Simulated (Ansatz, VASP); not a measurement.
**MoSeS in VASP and in Ansatz**

```
S Mo Se
1.0
     3.18132    0.00000    0.00000
    -1.59066    2.75511    0.00000
     0.00000    0.00000   30.20000
S Mo Se
1 1 1
Direct
  0.66667 0.33333 0.23181
  0.33333 0.66667 0.28210
  0.66667 0.33333 0.33807
```

Alike in both runs: functional LDA; k mesh 12 × 12 × 1; occupations gaussian, width 0.03 eV; no spin polarisation.

Ansatz relaxed the structure, and its values are those at the end. VASP's run is a single point on that final structure, the one shown.

```csv
,VASP,Ansatz
version,VASP 6.6.1,Ansatz 0.2.0
potentials or method,"VASP PAW LDA potentials, release 64 (S, Mo_sv, Se), cutoff 400 eV","scalar-relativistic, plane waves, PAW"
valence electrons in the cell,26,36
```

Ansatz gave:

| Item | Value |
| --- | --- |
| gap on the k mesh at the Fermi level (eV) | 1.76 |
| least direct gap on the mesh (eV) | 1.76 |
| rms of the force components (eV/Å) | 0.000 |

**Question.** Which values does VASP return?

**Answer.** gap on the k mesh at the Fermi level (eV): 1.76; least direct gap on the mesh (eV): 1.76; rms of the force components (eV/Å): 0.034.

Ansatz warns that its potentials were made for another functional, while VASP's fit it. LDA's correlation is that of Perdew and Zunger in VASP and of Perdew and Wang (1992) in Ansatz. VASP's potentials hold 26 valence electrons a cell and Ansatz's 36, so a difference there can come from the potentials and not from the codes. Ansatz's warnings: slab cell height set, structure snapped to symmetry.
